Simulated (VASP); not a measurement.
Input of a VASP 6.6.1 run:

File INCAR:

```
ALGO = Normal ; EDIFF = 1E-6
ENCUT = 520 ; GGA = PE
ISIF = 2 ; ISMEAR = 0
ISPIN = 2 ; LASPH = True
LCHARG = False ; LMAXMIX = 4
LORBIT = 11 ; LREAL = False
LWAVE = False ; MAGMOM = 0 -0.2 0 0 0 0
NBANDS = 36 ; NELM = 150
PREC = Accurate ; SIGMA = 0.1
```

The input KPOINTS:

```
k-points
0
Gamma
  6 6 2
```

Contents of POSCAR:

```
Ta2AlF3
1.0
    3.5374196097      0.0000000000      0.0000000000
    0.0000000000      3.5374196097      0.0000000000
    0.0000000000      0.0000000000     11.5841246663
Ta Al F
2 1 3
Direct
    0.5000000000      0.5000000000      0.0000000000
    0.0000000000      0.0000000000      0.5000000000
    0.0000000000      0.0000000000      0.0000000000
    0.0000000000      0.0000000000      0.6612709112
    0.0000000000      0.0000000000      0.3387290888
    0.5000000000      0.5000000000      0.5000000000
```

Potentials or basis: VASP PAW PBE potentials, release 64 (Ta_pv, Al, F).

The run is started by

```sh
$ cat potpaw_PBE.64/Ta_pv/POTCAR potpaw_PBE.64/Al/POTCAR potpaw_PBE.64/F/POTCAR > POTCAR
$ mpirun -np 1 vasp_std > vasp.out
```

Problem. Predict the band gap on the k mesh.

Solution. Zero (filled and empty bands overlap).

Problem. Predict the pressure.

Solution. 0.3 GPa.

Problem. Estimate the net moment.

Solution. 0.00 μB per cell.

Forces on the atoms (eV/Å):
```
Ta   0.000  0.000  0.000
Ta   0.000  0.000  0.000
Al   0.000  0.000  0.000
F    0.000  0.000  0.209
F    0.000  0.000 -0.209
F    0.000  0.000  0.000
```

Caveat: spin-orbit coupling is left out, which moves the levels of the heavy elements.
